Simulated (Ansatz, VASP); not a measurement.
**BeTe: VASP beside Ansatz**

```
Be Te
1.0
     0.00000    2.82631    2.82631
     2.82631    0.00000    2.82631
     2.82631    2.82631    0.00000
Be Te
1 1
Direct
  0.00000 0.00000 0.00000
  0.75000 0.75000 0.75000
```

Alike in both runs: task single point; functional PBE; k mesh 8 × 8 × 8; occupations gaussian, width 0.02 eV; no spin polarisation.

|  | VASP | Ansatz |
| --- | --- | --- |
| version | VASP 6.6.1 | Ansatz 0.2.0 |
| potentials or method | VASP PAW PBE potentials, release 64 (Be, Te), cutoff 600 eV | scalar-relativistic, plane waves, PAW |
| valence electrons in the cell | 8 | 18 |

```csv
,VASP,Ansatz,Ansatz less VASP
gap on the k mesh at the Fermi level (eV),2.00,2.01,+0.014
least direct gap on the mesh (eV),3.62,3.64,+0.018
pressure (GPa),0.5,0.3,-0.14
```

The functional is the same, so the differences come from potentials, cutoffs and numerics. VASP's potentials hold 8 valence electrons a cell and Ansatz's 18, so a difference there can come from the potentials and not from the codes.

Neither program's run includes spin-orbit coupling.
